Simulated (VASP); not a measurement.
Here is a VASP 6.6.1 calculation.

The input INCAR:

```
  ALGO = Fast
  EDIFF = 1E-7
  ENCUT = 520
  GGA = PS
  ISIF = 2
  ISMEAR = 0
  LASPH = T
  LCHARG = T
  LELF = T
  LREAL = F
  LVHAR = T
  LWAVE = F
  NBANDS = 14
  NELM = 80
  PREC = Accurate
  SIGMA = 0.1
```

KPOINTS

```
k-points
0
Gamma
  12 12 12
```

The input POSCAR:

```
ScAl
1.0
    3.2409016470      0.0000000000      0.0000000000
    0.0000000000      3.2409016470      0.0000000000
    0.0000000000      0.0000000000      3.2409016470
Sc Al
1 1
Direct
    0.5000000000      0.5000000000      0.5000000000
    0.0000000000      0.0000000000      0.0000000000
```

Potentials or basis: VASP PAW PBE potentials, release 64 (Sc_sv, Al).

The run is started by

```sh
$ cat potpaw_PBE.64/Sc_sv/POTCAR potpaw_PBE.64/Al/POTCAR > POTCAR
$ mpirun -np 1 vasp_std > vasp.out
```

(1) Predict the pressure.

(2) What does it give for the band gap on the k mesh?

Results:

(1) 9.5 GPa.

(2) zero (bands 7 and 8 overlap by 1.20 eV).

Caveat: the cell stands under pressure; the PAW data sets were made with another functional, which shifts forces and pressure a little.
